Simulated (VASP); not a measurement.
# WS2 (Fm-3m) in VASP: a series of runs

The runs below take WS2 through single point, with PBE.

Program: VASP 6.6.1. These are calculated values, not measurements. Logs are shortened: lines on timing, memory, paths and dates and some standing lists are left out, and cuts for length are marked.

## Step 1: The cell of the first run

The structure is cubic, space group Fm-3m (No. 225). The conventional cell has a = 5.958 Å, b = 5.958 Å, c = 5.958 Å, α = 90.00°, β = 90.00°, γ = 90.00°. Within 3.4 Å of W (site symmetry m-3m) lie 8 S at 2.58 Å. Within 3.4 Å of S (site symmetry -43m) lie 4 W at 2.58 Å and 6 S at 2.98 Å.

## Step 2: Single point, PBE, collinear spin (atoms taken out)

The input, INCAR:

```
SYSTEM = WS2
ALGO     = Normal         ! electronic algorithm
EDIFF    = 1E-6           ! SCF threshold, eV
ENCUT    = 520            ! plane-wave cutoff, eV
GGA      = PE             ! functional
ISIF     = 2              ! what is computed and relaxed
ISMEAR   = 0              ! smearing method
ISPIN    = 2              ! spin polarisation
LASPH    = .TRUE.         ! aspherical terms in the spheres
LCHARG   = .TRUE.         ! write CHGCAR
LELF     = .TRUE.         ! ELF
LMAXMIX  = 4              ! l up to which the mixer works
LORBIT   = 11             ! projections on sites
LREAL    = .FALSE.        ! projectors in reciprocal space
LVHAR    = .TRUE.       
LWAVE    = .FALSE.        ! write WAVECAR
MAGMOM   = 1.31 0 0       ! initial moments
NBANDS   = 24             ! bands
NELM     = 150            ! most SCF steps
PREC     = Accurate       ! precision mode
SIGMA    = 0.1            ! smearing width, eV
```

The input, KPOINTS:

```
k-points
0
G
  6 6 6
  0 0 0
```

The input, POSCAR:

```
WS2
1.0
    0.0000000000      2.9788387100      2.9788387100
    2.9788387100      0.0000000000      2.9788387100
    2.9788387100      2.9788387100      0.0000000000
W S
1 2
Direct
    0.0000000000      0.0000000000      0.0000000000
    0.2500000000      0.2500000000      0.2500000000
    0.7500000000      0.7500000000      0.7500000000
```

Potentials or basis: VASP PAW PBE potentials, release 64 (W_sv, S).

Command:

```sh
cat potpaw_PBE.64/W_sv/POTCAR potpaw_PBE.64/S/POTCAR > POTCAR
mpirun -np 1 vasp_std > vasp.out
```

OUTCAR:

```text
SYSTEM = WS2
   EDIFF = 1E-6
   ENCUT = 520
   GGA = PE
   ISIF = 2
   ISMEAR = 0
   ISPIN = 2
   LASPH = .TRUE.
   LORBIT = 11
   LREAL = .FALSE.
   NELM = 150
   PREC = Accurate

 ion  position               nearest neighbor table
   1  0.000  0.000  0.000-   3 2.58   3 2.58   3 2.58   2 2.58   3 2.58   2 2.58   2 2.58   2 2.58

   2  0.250  0.250  0.250-   1 2.58   1 2.58   1 2.58   1 2.58
   3  0.750  0.750  0.750-   1 2.58   1 2.58   1 2.58   1 2.58

  LATTYP: Found a face centered cubic cell.
 ALAT       =     5.9576774200

  Lattice vectors:

 A1 = (   0.0000000000,   2.9788387100,   2.9788387100)
 A2 = (   2.9788387100,   0.0000000000,   2.9788387100)
 A3 = (   2.9788387100,   2.9788387100,   0.0000000000)

Analysis of symmetry for initial positions (statically):
=====================================================================
 Subroutine PRICEL returns:
 Original cell was already a primitive cell.

 Routine SETGRP: Setting up the symmetry group for a
 face centered cubic supercell.

 Subroutine GETGRP returns: Found 48 space group operations
 (whereof 48 operations were pure point group operations)
 out of a pool of 48 trial point group operations.

The static configuration has the point symmetry O_h .

Analysis of symmetry for dynamics (positions and initial velocities):
=====================================================================
 Subroutine PRICEL returns:
 Original cell was already a primitive cell.

 Routine SETGRP: Setting up the symmetry group for a
 face centered cubic supercell.

 Subroutine GETGRP returns: Found 48 space group operations
 (whereof 48 operations were pure point group operations)
 out of a pool of 48 trial point group operations.

The dynamic configuration has the point symmetry O_h .

Analysis of structural, dynamic, and magnetic symmetry:
=====================================================================
 Subroutine PRICEL returns:
 Original cell was already a primitive cell.

 Routine SETGRP: Setting up the symmetry group for a
 face centered cubic supercell.

 Subroutine GETGRP returns: Found 48 space group operations
 (whereof 48 operations were pure point group operations)
 out of a pool of 48 trial point group operations.

The overall configuration has the point symmetry O_h .

 Subroutine INISYM returns: Found 48 space group operations
 (whereof 48 operations are pure point group operations),
 and found     1 'primitive' translations

----------------------------------------------------------------------------------------

                                     Primitive cell

  volume of cell :      52.8653

  direct lattice vectors                    reciprocal lattice vectors
     0.000000000  2.978838710  2.978838710    -0.167850645  0.167850645  0.167850645
     2.978838710  0.000000000  2.978838710     0.167850645 -0.167850645  0.167850645
     2.978838710  2.978838710  0.000000000     0.167850645  0.167850645 -0.167850645

  length of vectors
     4.212714104  4.212714104  4.212714104     0.290725846  0.290725846  0.290725846

  position of ions in fractional coordinates (direct lattice)
     0.000000000  0.000000000  0.000000000
     0.250000000  0.250000000  0.250000000
     0.750000000  0.750000000  0.750000000

  ion indices of the primitive-cell ions
   primitive index   ion index
                 1           1
                 2           2
                 3           3

----------------------------------------------------------------------------------------

 KPOINTS: k-points

Automatic generation of k-mesh.
 Grid dimensions read from file:
 generate k-points for:    6    6    6

 Generating k-lattice:

  Cartesian coordinates                     Fractional coordinates (reciprocal lattice)
    -0.027975108  0.027975108  0.027975108     0.166666667  0.000000000  0.000000000
     0.027975108 -0.027975108  0.027975108     0.000000000  0.166666667  0.000000000
     0.027975108  0.027975108 -0.027975108     0.000000000  0.000000000  0.166666667

  Length of vectors
     0.048454308  0.048454308  0.048454308

  Shift w.r.t. Gamma in fractional coordinates (k-lattice)
     0.000000000  0.000000000  0.000000000

 Subroutine IBZKPT returns following result:
 ===========================================

 Found     16 irreducible k-points:

 Following reciprocal coordinates:
            Coordinates               Weight
  0.000000  0.000000  0.000000      1.000000
  0.166667  0.000000  0.000000      8.000000
  0.333333  0.000000  0.000000      8.000000
  0.500000  0.000000  0.000000      4.000000
  0.166667  0.166667  0.000000      6.000000
  0.333333  0.166667  0.000000     24.000000
[... 8 lines left out ...]
 -0.333333  0.333333  0.166667     24.000000
 -0.333333  0.500000  0.166667     12.000000
   k-points           NKPTS =     16   k-points in BZ     NKDIM =     16   number of bands    NBANDS=     24
   number of dos      NEDOS =    301   number of ions     NIONS =      3
   total plane-waves  NPLWV =  32768
   dimension x,y,z NGX =    32 NGY =   32 NGZ =   32
   dimension x,y,z NGXF=    64 NGYF=   64 NGZF=   64
   ions per type =               1   2
   NGX,Y,Z   is equivalent  to a cutoff of  12.63, 12.63, 12.63 a.u.
   NGXF,Y,Z  is equivalent  to a cutoff of  25.26, 25.26, 25.26 a.u.
 SYSTEM =  WS2
   PREC   = accura    normal or accurate (medium, high low for compatibility)
   ISTART =      0    job   : 0-new  1-cont  2-samecut
   ICHARG =      2    charge: 1-file 2-atom 10-const
   ISPIN  =      2    spin polarized calculation?
   LNONCOLLINEAR =      F non collinear calculations
   LSORBIT =      F    spin-orbit coupling
   LASPH  =      T    aspherical Exc in radial PAW
   ENCUT  =  520.0 eV  38.22 Ry    6.18 a.u.   7.83  7.83  7.83*2*pi/ulx,y,z
   NELM   =    150;   NELMIN=  2; NELMDL= -5     # of ELM steps
   EDIFF  = 0.1E-05   stopping-criterion for ELM
   LREAL  =      F    real-space projection
   EDIFFG = 0.1E-04   stopping-criterion for IOM
   NSW    =      0    number of steps for IOM
   IBRION =     -1    ionic relax: 0-MD 1-quasi-New 2-CG
   NFREE  =      0    steps in history (QN), initial steepest desc. (CG)
   ISIF   =      2    stress and relaxation
   ISYM   =      2    0-nonsym 1-usesym 2-fastsym
   POTIM  = 0.5000    time-step for ionic-motion
   TEBEG  =    0.0;   TEEND  =   0.0 temperature during run
   PSTRESS=    0.0 pullay stress
   NELECT =      26.0000    total number of electrons
   NUPDOWN=      -1.0000    fix difference up-down
   EMIN   =  10.00;   EMAX   =-10.00  energy-range for DOS
   EFERMI =   0.00;   METHOD = LEGACY
   ISMEAR =     0;   SIGMA  =   0.10  broadening in eV -4-tet -1-fermi 0-gaus
   EFERMI_NEDOS =   21; number of points for ismear=-14 and -15
   IALGO  =     38    algorithm
   IMIX   =      4    mixing-type and parameters
     AMIX     =   0.40;   BMIX     =  1.00
     AMIX_MAG =   1.60;   BMIX_MAG =  1.00
  volume/ion in A,a.u.               =      17.62       118.92
  Fermi-wavevector in a.u.,A,eV,Ry     =   1.292237  2.441975 22.720061  1.669877
  Thomas-Fermi vector in A             =   2.423958
   LORBIT       =     11    0 simple, 1 ext, 2 COOP (PROOUT), +10 PAW based schemes
   GGA     = PE    functional components
   LHFCALC =     F    Hartree Fock is set to
   AEXX    =    0.0000 exact exchange contribution
   IVDW    =     0    specifies the selected vdW correction
   LEPSILON=     F    determine dielectric tensor
   LRPA    =     F    only Hartree local field effects (RPA)
 spin polarized calculation
 Gauss-broadening in eV      SIGMA  =   0.10
  energy-cutoff  :      520.00
  volume of cell :       52.87
 maximum number of plane-waves:      1435
   NGX = 15   NGY = 15   NGZ = 15

 number of electron      26.0000001 magnetization       1.7859672

 Free energy of the ion-electron system (eV)
  ---------------------------------------------------
  ext. energy  EPLUGINS =         0.00000000
  ---------------------------------------------------
  free energy    TOTEN  =       -21.26160756 eV

  energy without entropy =      -21.25459711  energy(sigma->0) =      -21.25810233

 E-fermi :   7.8616     XC(G=0): -11.1015

 val. band max:        7.8381973790   @ k =   0.5000   0.3333   0.0000
 cond. band min:       7.8651980304   @ k =  -0.1667   0.1667   0.0000
 fundamental gap:      0.0270006514
 Fermi energy:         7.8616432008

 spin component 1

 k-point     1 :       0.0000    0.0000    0.0000
  band No.  band energies     occupation
      1     -67.0993      1.00000
      2     -31.3687      1.00000
      3     -31.3687      1.00000
      4     -31.3687      1.00000
      5      -7.8429      1.00000
      6      -3.2920      1.00000
[... 16 lines left out ...]
     23      17.7209      0.00000
     24      18.0119      0.00000
[... 381 lines left out ...]
      1     -67.0989      1.00000
      2     -31.3874      1.00000
      3     -31.3802      1.00000
      4     -31.3766      1.00000
      5      -5.6843      1.00000
      6      -5.3384      1.00000
[... 16 lines left out ...]
     23      19.2671      0.00000
     24      20.9468      0.00000
 Fermi energy:         7.8616432008

 spin component 2

 k-point     1 :       0.0000    0.0000    0.0000
  band No.  band energies     occupation
      1     -66.4471      1.00000
      2     -30.4864      1.00000
      3     -30.4864      1.00000
      4     -30.4864      1.00000
      5      -7.7383      1.00000
      6      -3.3259      1.00000
[... 16 lines left out ...]
     23      18.1684      0.00000
     24      18.4210      0.00000
[... 382 lines left out ...]
      2     -30.5059      1.00000
      3     -30.4983      1.00000
      4     -30.4945      1.00000
      5      -5.6673      1.00000
      6      -5.3101      1.00000
[... 16 lines left out ...]
     23      19.5269      0.00000
     24      21.5634      0.00000

------------------------ aborting loop because EDIFF is reached ----------------------------------------

  FORCE on cell =-STRESS in cart. coord.  units (eV):
  Direction    XX          YY          ZZ          XY          YZ          ZX
  --------------------------------------------------------------------------------------
  -------------------------------------------------------------------------------------
  Total       -0.6372201     -0.6372201     -0.6372201      0.0000000      0.0000000     -0.0000000
  in kB      -19.3120815    -19.3120815    -19.3120815      0.0000000      0.0000000     -0.0000000
  external PRESSURE =     -19.3120815 kB  Pullay stress =       0.0000000 kB

 VOLUME and BASIS-vectors are now :
 -----------------------------------------------------------------------------
  energy-cutoff  :      520.00
  volume of cell :       52.87
      direct lattice vectors                 reciprocal lattice vectors
     0.000000000  2.978838710  2.978838710    -0.167850645  0.167850645  0.167850645
     2.978838710  0.000000000  2.978838710     0.167850645 -0.167850645  0.167850645
     2.978838710  2.978838710  0.000000000     0.167850645  0.167850645 -0.167850645

 POSITION                                       TOTAL-FORCE (eV/Angst)
 -----------------------------------------------------------------------------------
      0.00000      0.00000      0.00000         0.000000      0.000000      0.000000
      1.48942      1.48942      1.48942        -0.000000     -0.000000     -0.000000
      4.46826      4.46826      4.46826         0.000000      0.000000      0.000000
 -----------------------------------------------------------------------------------
    total drift:                                0.000000     -0.000000      0.000000

  FREE ENERGIE OF THE ION-ELECTRON SYSTEM (eV)
  ---------------------------------------------------
  free  energy   TOTEN  =       -21.2616075575 eV

  energy  without entropy=      -21.2545971068  energy(sigma->0) =      -21.25810233

 total charge

# of ion       s       p       d       tot
------------------------------------------
    1        2.307   6.225   3.227  11.759
    2        1.352   2.337   0.000   3.689
    3        1.352   2.337   0.000   3.689
--------------------------------------------------
tot          5.010  10.900   3.227  19.136

 magnetization (x)

# of ion       s       p       d       tot
------------------------------------------
    1        0.038   0.039   1.346   1.423
    2       -0.003  -0.033   0.000  -0.036
    3       -0.003  -0.033   0.000  -0.036
--------------------------------------------------
tot          0.032  -0.027   1.346   1.351
```

Wall time 56 s (1 thread of AMD EPYC 7R43 (Zen 3), shared host); peak memory 0.18 GiB.

Results:

* Free energy: -21.2616 eV
* Pressure: -1.9 GPa
* Net moment: 1.79 μB per cell
* Site moments: W +1.42; S -0.04 μB
* Valence electrons inside the program's atomic spheres: W 11.76; S 3.69

Caveat: the cell differs from its parent crystal (atoms taken out); spin-orbit coupling is left out, which moves the levels of the heavy elements.

## Step 3: Single point, PBE, collinear spin (atoms taken out)

Edit INCAR of step 2 so:

```diff
@@ -2,3 +2,3 @@
 ALGO     = Normal         ! electronic algorithm
-EDIFF    = 1E-6           ! SCF threshold, eV
+EDIFF    = 1E-7           ! SCF threshold, eV
 ENCUT    = 520            ! plane-wave cutoff, eV
@@ -9,4 +9,3 @@
 LASPH    = .TRUE.         ! aspherical terms in the spheres
-LCHARG   = .TRUE.         ! write CHGCAR
-LELF     = .TRUE.         ! ELF
+LCHARG   = .FALSE.        ! write CHGCAR
 LMAXMIX  = 4              ! l up to which the mixer works
@@ -14,3 +13,2 @@
 LREAL    = .FALSE.        ! projectors in reciprocal space
-LVHAR    = .TRUE.       
 LWAVE    = .FALSE.        ! write WAVECAR
```

The input, KPOINTS:

```
k-points
0
G
  14 14 14
  0 0 0
```

The input, POSCAR:

```
WS2
1.0
    0.0000000000      2.9695609508      2.9695609508
    2.9695609508      0.0000000000      2.9695609508
    2.9695609508      2.9695609508      0.0000000000
W S
1 2
Direct
    0.0000000000      0.0000000000      0.0000000000
    0.2500000000      0.2500000000      0.2500000000
    0.7500000000      0.7500000000      0.7500000000
```

Potentials or basis: VASP PAW PBE potentials, release 64 (W_sv, S).

Command:

```sh
cat potpaw_PBE.64/W_sv/POTCAR potpaw_PBE.64/S/POTCAR > POTCAR
mpirun -np 1 vasp_std > vasp.out
```

Wall time 5.9 min (1 thread of AMD EPYC 7R43 (Zen 3), shared host); peak memory 0.3 GiB.

The run converged. Its results:

| Quantity | Value |
| --- | --- |
| Free energy | -21.2450 eV |
| Pressure | 0.0 GPa |
| Net moment | 1.88 μB per cell |
| Site moments | W +1.48; S -0.03 μB |
| Valence electrons inside the program's atomic spheres | W 11.77; S 3.70 |

Levels at points of the mesh, in eV from the Fermi level:
Spin up:
```tsv
k point	band 12	band 13	band 14	band 15	band 16	band 17
(0.00, 0.00, 0.00)	-0.96	-0.96	-0.96	4.23	4.23	4.23
(0.50, 0.00, 0.00)	-3.38	-1.24	-1.24	1.27	3.82	3.82
(0.50, 0.50, 0.00)	-1.95	-0.78	0.51	1.41	3.19	3.19
```
Spin down:
| k point | band 8 | band 9 | band 10 | band 11 | band 12 | band 13 | band 14 | band 15 | band 16 | band 17 |
| --- | --- | --- | --- | --- | --- | --- | --- | --- | --- | --- |
| (0.00, 0.00, 0.00) | -6.18 | -6.18 | -0.91 | -0.91 | -0.91 | -0.35 | -0.35 | 4.77 | 4.77 | 4.77 |
| (0.50, 0.00, 0.00) | -5.23 | -4.40 | -3.32 | -3.27 | -3.27 | 0.16 | 0.16 | 1.95 | 4.53 | 4.53 |
| (0.50, 0.50, 0.00) | -5.32 | -5.32 | -2.57 | -2.57 | -0.70 | 0.51 | 0.98 | 2.13 | 3.51 | 3.51 |

Caveat: the cell differs from its parent crystal (atoms taken out); spin-orbit coupling is left out, which moves the levels of the heavy elements.
